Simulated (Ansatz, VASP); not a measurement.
AlP in VASP and in Ansatz

Contents of POSCAR:

```
AlP
1.0
    0.0000000000      2.7771209700      2.7771209700
    2.7771209700      0.0000000000      2.7771209700
    2.7771209700      2.7771209700      0.0000000000
Al P
1 1
Direct
    0.0000000000      0.0000000000      0.0000000000
    0.7500000000      0.7500000000      0.7500000000
```

Contents of INCAR.step1:

```
SYSTEM = AlP
PREC     = Accurate       ! precision mode
ENCUT    = 550            ! plane-wave cutoff, eV
ISMEAR   = 0              ! smearing method
SIGMA    = 0.02           ! smearing width, eV
LREAL    = .FALSE.        ! projectors in reciprocal space
LASPH    = .TRUE.         ! aspherical terms in the spheres
NELM     = 120            ! most SCF steps
NBANDS   = 11             ! bands
GGA      = PE             ! functional
ALGO     = Normal         ! electronic algorithm
EDIFF    = 1E-5           ! SCF threshold, eV
LWAVE    = .TRUE.         ! write WAVECAR
LCHARG   = .FALSE.        ! write CHGCAR
GGA_COMPAT= .FALSE.
```

Contents of INCAR.step2:

```
SYSTEM = AlP
PREC     = Accurate       ! precision mode
ENCUT    = 550            ! plane-wave cutoff, eV
EDIFF    = 1E-6           ! SCF threshold, eV
ISMEAR   = 0              ! smearing method
SIGMA    = 0.02           ! smearing width, eV
LREAL    = .FALSE.        ! projectors in reciprocal space
LASPH    = .TRUE.         ! aspherical terms in the spheres
NELM     = 120            ! most SCF steps
ALGO     = Normal         ! electronic algorithm
ISIF     = 2              ! what is computed and relaxed
LWAVE    = .FALSE.        ! write WAVECAR
LCHARG   = .FALSE.        ! write CHGCAR
METAGGA  = R2SCAN         ! meta-GGA
LMIXTAU  = .TRUE.       
NBANDS   = 11             ! bands
ISTART   = 1            
GGA_COMPAT= .FALSE.
```

File KPOINTS:

```
Automatic mesh
0
G
  8 8 8
  0 0 0
```

Input for Ansatz:

```yaml
crystal:
  lattice:
    - [0.0, 2.77712097, 2.77712097]
    - [2.77712097, 0.0, 2.77712097]
    - [2.77712097, 2.77712097, 0.0]
  atoms:
    - { symbol: Al, position: [0.0, 0.0, 0.0] }
    - { symbol: P, position: [0.75, 0.75, 0.75] }
basis:
  ecutwfc: 500
kpoints:
  mp_grid: { grid: [8, 8, 8] }
hamiltonian:
  xc: r2scan
scf:
  occupations: { method: gaussian, width: 0.02 }
output:
  forces: true
  stress: true
  eigenvalues: true
```

Alike in both runs: task single point; functional r2SCAN; k mesh 8 × 8 × 8; occupations gaussian, width 0.02 eV; no spin polarisation.

```csv
,VASP,Ansatz
version,VASP 6.6.1,Ansatz 0.2.0
potentials or method,"VASP PAW PBE potentials, release 64 (Al, P), cutoff 550 eV","scalar-relativistic, plane waves, PAW"
valence electrons in the cell,8,8
```

```csv
,VASP,Ansatz,Ansatz less VASP
gap on the k mesh at the Fermi level (eV),2.00,2.00,-0.003
least direct gap on the mesh (eV),3.53,3.53,0.000
pressure (GPa),-3.7,-3.4,+0.28
```

VASP's potentials were made for PBE, not for r2SCAN.
